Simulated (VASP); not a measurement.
# In2Te2O (P-3m1) in VASP: notebook

Runs on In2Te2O. Level: PBE. Tasks: equation of state.

Program: VASP 6.6.1. These are calculated values, not measurements. Logs are shortened: lines on timing, memory, paths and dates and some standing lists are left out, and cuts for length are marked.

## Step 1: The cell of the first run

It takes space group P-3m1 (No. 164, trigonal). The conventional cell has a = 4.434 Å, b = 4.434 Å, c = 10.393 Å, α = 90.00°, β = 90.00°, γ = 120.00°. In (site symmetry 3m) has 1 O at 1.97 Å within 2.6 Å. Te (site symmetry 3m) has 3 In at 2.87 Å within 3.8 Å. O (site symmetry -3m) has 2 In at 1.97 Å within 2.6 Å.

## Step 2: Equation of state, PBE, 35.39 Å³/atom (35.39 Å³/atom)

INCAR reads:

```
SYSTEM = In2Te2O
PREC = Accurate
ENCUT = 520
EDIFF = 1E-6
ISMEAR = 0
SIGMA = 0.03
LREAL = .FALSE.
LASPH = .TRUE.
NELM = 100
ALGO = Normal
ISIF = 4
LWAVE = .FALSE.
LCHARG = .FALSE.
GGA = PE
IBRION = 2
NSW = 30
EDIFFG = -0.02
KPAR = 2
```

KPOINTS reads:

```
Automatic mesh
0
G
  6 6 4
  0 0 0
```

POSCAR reads:

```
In2Te2O
1.0
    4.4337180000      0.0000000000      0.0000000000
   -2.2168590000      3.8397130000      0.0000000000
    0.0000000000      0.0000000000     10.3929400000
In Te O
2 2 1
Direct
    0.0000000000      0.0000000000      0.8101560000
    0.0000000000      0.0000000000      0.1898440000
    0.3333330000      0.6666670000      0.3149000000
    0.6666670000      0.3333330000      0.6851000000
    0.0000000000      0.0000000000      0.0000000000
```

Potentials or basis: VASP PAW PBE potentials, release 64 (In_d, Te, O).

Launch:

```console
$ cat potpaw_PBE.64/In_d/POTCAR potpaw_PBE.64/Te/POTCAR potpaw_PBE.64/O/POTCAR > POTCAR
$ mpirun -np 2 vasp_std > vasp.out
```

OUTCAR:

```text
SYSTEM = In2Te2O
   PREC = Accurate
   ENCUT = 520
   EDIFF = 1E-6
   ISMEAR = 0
   LREAL = .FALSE.
   LASPH = .TRUE.
   NELM = 100
   ISIF = 4
   GGA = PE
   IBRION = 2
   NSW = 30
   EDIFFG = -0.02

 ion  position               nearest neighbor table
   1  0.000  0.000  0.810-   5 1.97   4 2.87   4 2.87   4 2.87   2 3.95
   2  0.000  0.000  0.190-   5 1.97   3 2.87   3 2.87   3 2.87   1 3.95
   3  0.333  0.667  0.315-   2 2.87   2 2.87   2 2.87
   4  0.667  0.333  0.685-   1 2.87   1 2.87   1 2.87
   5  0.000  0.000  0.000-   1 1.97   2 1.97

  LATTYP: Found a hexagonal cell.
 ALAT       =     4.4337180000
 C/A-ratio  =     2.3440687928

  Lattice vectors:

 A1 = (   4.4337180000,   0.0000000000,   0.0000000000)
 A2 = (  -2.2168590000,   3.8397130000,   0.0000000000)
 A3 = (   0.0000000000,   0.0000000000,  10.3929400000)

Analysis of symmetry for initial positions (statically):
=====================================================================
 Subroutine PRICEL returns:
 Original cell was already a primitive cell.

 Routine SETGRP: Setting up the symmetry group for a
 hexagonal supercell.

 Subroutine GETGRP returns: Found 12 space group operations
 (whereof 12 operations were pure point group operations)
 out of a pool of 24 trial point group operations.

The static configuration has the point symmetry D_3d.

Analysis of symmetry for dynamics (positions and initial velocities):
=====================================================================
 Subroutine PRICEL returns:
 Original cell was already a primitive cell.

 Routine SETGRP: Setting up the symmetry group for a
 hexagonal supercell.

 Subroutine GETGRP returns: Found 12 space group operations
 (whereof 12 operations were pure point group operations)
 out of a pool of 24 trial point group operations.

The dynamic configuration has the point symmetry D_3d.

 Subroutine INISYM returns: Found 12 space group operations
 (whereof 12 operations are pure point group operations),
 and found     1 'primitive' translations

----------------------------------------------------------------------------------------

                                     Primitive cell
[... 94 lines left out ...]
   ENCUT  =  520.0 eV  38.22 Ry    6.18 a.u.   8.24  8.24 19.32*2*pi/ulx,y,z
   NELM   =    100;   NELMIN=  2; NELMDL= -5     # of ELM steps
   EDIFF  = 0.1E-05   stopping-criterion for ELM
   LREAL  =      F    real-space projection
   EDIFFG = -.2E-01   stopping-criterion for IOM
   NSW    =     30    number of steps for IOM
   IBRION =      2    ionic relax: 0-MD 1-quasi-New 2-CG
   NFREE  =      1    steps in history (QN), initial steepest desc. (CG)
   ISIF   =      4    stress and relaxation
   ISYM   =      2    0-nonsym 1-usesym 2-fastsym
   POTIM  = 0.5000    time-step for ionic-motion
   TEBEG  =    0.0;   TEEND  =   0.0 temperature during run
   PSTRESS=    0.0 pullay stress
   NELECT =      44.0000    total number of electrons
   NUPDOWN=      -1.0000    fix difference up-down
   EMIN   =  10.00;   EMAX   =-10.00  energy-range for DOS
   EFERMI =   0.00;   METHOD = LEGACY
   ISMEAR =     0;   SIGMA  =   0.03  broadening in eV -4-tet -1-fermi 0-gaus
   EFERMI_NEDOS =   21; number of points for ismear=-14 and -15
   IALGO  =     38    algorithm
   IMIX   =      4    mixing-type and parameters
     AMIX     =   0.40;   BMIX     =  1.00
     AMIX_MAG =   1.60;   BMIX_MAG =  1.00
  volume/ion in A,a.u.               =      35.39       238.80
  Fermi-wavevector in a.u.,A,eV,Ry     =   1.029494  1.945462 14.420252  1.059859
  Thomas-Fermi vector in A             =   2.163545
   LORBIT       =      0    0 simple, 1 ext, 2 COOP (PROOUT), +10 PAW based schemes
   GGA     = PE    functional components
   LHFCALC =     F    Hartree Fock is set to
   AEXX    =    0.0000 exact exchange contribution
   IVDW    =     0    specifies the selected vdW correction
   LEPSILON=     F    determine dielectric tensor
   LRPA    =     F    only Hartree local field effects (RPA)
 conjugate gradient relaxation of ions
 non-spin polarized calculation
 Gauss-broadening in eV      SIGMA  =   0.03
  energy-cutoff  :      520.00
  volume of cell :      176.93
 maximum number of plane-waves:      4790
 NGX is ok and might be reduce to    36
   NGX = 17   NGY = 17   NGZ = 39

 number of electron      44.0000011 magnetization

 Free energy of the ion-electron system (eV)
  ---------------------------------------------------
  ext. energy  EPLUGINS =         0.00000000
  ---------------------------------------------------
  free energy    TOTEN  =       -19.22541802 eV

  energy without entropy =      -19.22541802  energy(sigma->0) =      -19.22541802

 E-fermi :   2.2983     XC(G=0):  -7.8015

 val. band max:        2.1707940453   @ k =   0.0000   0.0000   0.0000
 cond. band min:       3.2131509017   @ k =   0.0000   0.0000   0.0000
 fundamental gap:      1.0423568564
 Fermi energy:         2.2983466419

 k-point     1 :       0.0000    0.0000    0.0000
  band No.  band energies     occupation
      1     -14.7594      2.00000
      2     -11.6492      2.00000
      3     -11.5080      2.00000
      4     -11.5080      2.00000
      5     -11.5076      2.00000
      6     -11.5076      2.00000
[... 685 lines left out ...]
     25       6.6867      0.00000
     26       6.6867      0.00000

------------------------ aborting loop because EDIFF is reached ----------------------------------------

  FORCE on cell =-STRESS in cart. coord.  units (eV):
  Direction    XX          YY          ZZ          XY          YZ          ZX
  --------------------------------------------------------------------------------------
  -------------------------------------------------------------------------------------
  Total        0.0277029      0.0277030      0.0306249      0.0000000      0.0000000      0.0000000
  in kB        0.2508600      0.2508600      0.2773195      0.0000000      0.0000000      0.0000000
  external PRESSURE =       0.2596798 kB  Pullay stress =       0.0000000 kB

 VOLUME and BASIS-vectors are now :
 -----------------------------------------------------------------------------
  energy-cutoff  :      520.00
  volume of cell :      176.93
      direct lattice vectors                 reciprocal lattice vectors
     4.433718000  0.000000000  0.000000000     0.225544340  0.130218066  0.000000000
    -2.216859000  3.839713000  0.000000000     0.000000000  0.260436132  0.000000000
     0.000000000  0.000000000 10.392940000     0.000000000  0.000000000  0.096219164

 POSITION                                       TOTAL-FORCE (eV/Angst)
 -----------------------------------------------------------------------------------
      0.00000      0.00000      8.41990         0.000000      0.000000     -0.002846
      0.00000      0.00000      1.97304        -0.000000      0.000000      0.002846
     -0.00000      2.55981      3.27274         0.000000      0.000000     -0.002863
      2.21686      1.27990      7.12020        -0.000000      0.000000      0.002863
      0.00000      0.00000      0.00000         0.000000      0.000000     -0.000000
 -----------------------------------------------------------------------------------
    total drift:                                0.000000     -0.000000      0.000000

  FREE ENERGIE OF THE ION-ELECTRON SYSTEM (eV)
  ---------------------------------------------------
  free  energy   TOTEN  =       -19.2254180234 eV

  energy  without entropy=      -19.2254180234  energy(sigma->0) =      -19.22541802

 reached required accuracy - stopping structural energy minimisation
```

Wall time 78 s (2 MPI ranks of Intel Xeon Platinum 8259CL at 2.50GHz (Skylake/Cascade Lake), shared host); peak memory 0.36 GiB.

What came out:

| Property | Result |
| --- | --- |
| Free energy | -19.2254 eV |
| Pressure | 0.0 GPa |
| Band gap on the k mesh | 1.04 eV |

Caveat: spin-orbit coupling is left out, which moves the levels of the heavy elements; this functional lacks dispersion, which binds the layers, so the pressure and a relaxed spacing across them are unreliable.

## Step 3: Equation of state, PBE, 34.32 Å³/atom (34.32 Å³/atom)

INCAR is that of step 2.

KPOINTS is that of step 2.

POSCAR, as its differences from that of step 2:

```diff
@@ -2,5 +2,5 @@
 1.0
-    4.4337180000      0.0000000000      0.0000000000
-   -2.2168590000      3.8397130000      0.0000000000
-    0.0000000000      0.0000000000     10.3929400000
+    4.3889299076      0.0000000000      0.0000000000
+   -2.1944649538      3.8009253683      0.0000000000
+    0.0000000000      0.0000000000     10.2879536302
 In Te O
```

Potentials or basis: VASP PAW PBE potentials, release 64 (In_d, Te, O).

Launch:

```console
$ cat potpaw_PBE.64/In_d/POTCAR potpaw_PBE.64/Te/POTCAR potpaw_PBE.64/O/POTCAR > POTCAR
$ mpirun -np 2 vasp_std > vasp.out
```

It took 8.2 min on 2 MPI ranks of Intel Xeon Platinum 8259CL at 2.50GHz (Skylake/Cascade Lake), shared host; peak memory 0.38 GiB.

Results (log left out):

| Property | Result |
| --- | --- |
| Free energy | -19.2193 eV |
| Pressure | 0.3 GPa |
| Largest force | 0.008 eV/Å |
| Band gap on the k mesh | 1.01 eV |

Caveat: spin-orbit coupling is left out, which moves the levels of the heavy elements; this functional lacks dispersion, which binds the layers, so the pressure and a relaxed spacing across them are unreliable.

## Step 4: Equation of state, PBE, 36.45 Å³/atom (36.45 Å³/atom)

INCAR is that of step 3.

KPOINTS is that of step 3.

POSCAR, as its differences from that of step 3:

```diff
@@ -2,5 +2,5 @@
 1.0
-    4.3889299076      0.0000000000      0.0000000000
-   -2.1944649538      3.8009253683      0.0000000000
-    0.0000000000      0.0000000000     10.2879536302
+    4.4776190531      0.0000000000      0.0000000000
+   -2.2388095266      3.8777324330      0.0000000000
+    0.0000000000      0.0000000000     10.4958470886
 In Te O
```

Launch:

```console
$ cat potpaw_PBE.64/In_d/POTCAR potpaw_PBE.64/Te/POTCAR potpaw_PBE.64/O/POTCAR > POTCAR
$ mpirun -np 2 vasp_std > vasp.out
```

Run time: 9.9 min. Hardware: 2 MPI ranks of Intel Xeon Platinum 8259CL at 2.50GHz (Skylake/Cascade Lake), shared host; peak memory 0.39 GiB.

Results (log left out):

```yaml
Free_energy: -19.2257 eV
Pressure: -0.1 GPa
Largest_force: 0.007 eV/Å
Band_gap_on_the_k_mesh: 1.09 eV
```

Caveat: spin-orbit coupling is left out, which moves the levels of the heavy elements; this functional lacks dispersion, which binds the layers, so the pressure and a relaxed spacing across them are unreliable.

## Step 5: Equation of state, PBE, 33.26 Å³/atom (33.26 Å³/atom)

INCAR is that of step 4.

KPOINTS is that of step 4.

POSCAR, as its differences from that of step 4:

```diff
@@ -2,5 +2,5 @@
 1.0
-    4.4776190531      0.0000000000      0.0000000000
-   -2.2388095266      3.8777324330      0.0000000000
-    0.0000000000      0.0000000000     10.4958470886
+    4.3432085628      0.0000000000      0.0000000000
+   -2.1716042814      3.7613295163      0.0000000000
+    0.0000000000      0.0000000000     10.1807796527
 In Te O
```

Launch:

```console
$ cat potpaw_PBE.64/In_d/POTCAR potpaw_PBE.64/Te/POTCAR potpaw_PBE.64/O/POTCAR > POTCAR
$ mpirun -np 2 vasp_std > vasp.out
```

Run time: 9.4 min. Hardware: 2 MPI ranks of Intel Xeon Platinum 8259CL at 2.50GHz (Skylake/Cascade Lake), shared host; peak memory 0.34 GiB.

The run converged. Its results:

```yaml
Free_energy: -19.2019 eV
Pressure: 0.7 GPa
Largest_force: 0.016 eV/Å
Band_gap_on_the_k_mesh: 1.00 eV
```

Caveat: spin-orbit coupling is left out, which moves the levels of the heavy elements; this functional lacks dispersion, which binds the layers, so the pressure and a relaxed spacing across them are unreliable.

## Step 6: Equation of state, PBE, 37.51 Å³/atom (37.51 Å³/atom)

INCAR is that of step 5.

KPOINTS is that of step 5.

POSCAR, as its differences from that of step 5:

```diff
@@ -2,5 +2,5 @@
 1.0
-    4.3432085628      0.0000000000      0.0000000000
-   -2.1716042814      3.7613295163      0.0000000000
-    0.0000000000      0.0000000000     10.1807796527
+    4.5206757238      0.0000000000      0.0000000000
+   -2.2603378619      3.9150206092      0.0000000000
+    0.0000000000      0.0000000000     10.5967748867
 In Te O
```

Potentials or basis: VASP PAW PBE potentials, release 64 (In_d, Te, O).

Launch:

```console
$ cat potpaw_PBE.64/In_d/POTCAR potpaw_PBE.64/Te/POTCAR potpaw_PBE.64/O/POTCAR > POTCAR
$ mpirun -np 2 vasp_std > vasp.out
```

Run time: 9.6 min. Hardware: 2 MPI ranks of Intel Xeon Platinum 8259CL at 2.50GHz (Skylake/Cascade Lake), shared host; peak memory 0.38 GiB.

The run converged. Its results:

| Property | Result |
| --- | --- |
| Free energy | -19.2235 eV |
| Pressure | -0.1 GPa |
| Largest force | 0.013 eV/Å |
| Band gap on the k mesh | 1.14 eV |

Caveat: spin-orbit coupling is left out, which moves the levels of the heavy elements; this functional lacks dispersion, which binds the layers, so the pressure and a relaxed spacing across them are unreliable.

## Step 7: Equation of state, PBE, 32.20 Å³/atom (32.20 Å³/atom)

INCAR is that of step 6.

KPOINTS is that of step 6.

POSCAR, as its differences from that of step 6:

```diff
@@ -2,5 +2,5 @@
 1.0
-    4.5206757238      0.0000000000      0.0000000000
-   -2.2603378619      3.9150206092      0.0000000000
-    0.0000000000      0.0000000000     10.5967748867
+    4.2965037757      0.0000000000      0.0000000000
+   -2.1482518878      3.7208819781      0.0000000000
+    0.0000000000      0.0000000000     10.0713004189
 In Te O
```

Launch:

```console
$ cat potpaw_PBE.64/In_d/POTCAR potpaw_PBE.64/Te/POTCAR potpaw_PBE.64/O/POTCAR > POTCAR
$ mpirun -np 2 vasp_std > vasp.out
```

Wall time 12 min (2 MPI ranks of Intel Xeon Platinum 8259CL at 2.50GHz (Skylake/Cascade Lake), shared host); peak memory 0.34 GiB.

It converged, with:

```
Free energy            : -19.1662 eV
Pressure               : 1.4 GPa
Largest force          : 0.011 eV/Å
Band gap on the k mesh : 1.01 eV
```

Caveat: spin-orbit coupling is left out, which moves the levels of the heavy elements; this functional lacks dispersion, which binds the layers, so the pressure and a relaxed spacing across them are unreliable.

## Step 8: Equation of state, PBE, 38.57 Å³/atom (38.57 Å³/atom)

INCAR is that of step 7.

KPOINTS is that of step 7.

POSCAR, as its differences from that of step 7:

```diff
@@ -2,5 +2,5 @@
 1.0
-    4.2965037757      0.0000000000      0.0000000000
-   -2.1482518878      3.7208819781      0.0000000000
-    0.0000000000      0.0000000000     10.0713004189
+    4.5629274786      0.0000000000      0.0000000000
+   -2.2814637393      3.9516117077      0.0000000000
+    0.0000000000      0.0000000000     10.6958159065
 In Te O
```

Launch:

```console
$ cat potpaw_PBE.64/In_d/POTCAR potpaw_PBE.64/Te/POTCAR potpaw_PBE.64/O/POTCAR > POTCAR
$ mpirun -np 2 vasp_std > vasp.out
```

Run time: 15 min. Hardware: 2 MPI ranks of Intel Xeon Platinum 8259CL at 2.50GHz (Skylake/Cascade Lake), shared host; peak memory 0.39 GiB.

It converged, with:

| Quantity | Value |
| --- | --- |
| Free energy | -19.2206 eV |
| Pressure | -0.2 GPa |
| Largest force | 0.004 eV/Å |
| Band gap on the k mesh | 1.17 eV |

Caveat: spin-orbit coupling is left out, which moves the levels of the heavy elements; this functional lacks dispersion, which binds the layers, so the pressure and a relaxed spacing across them are unreliable.
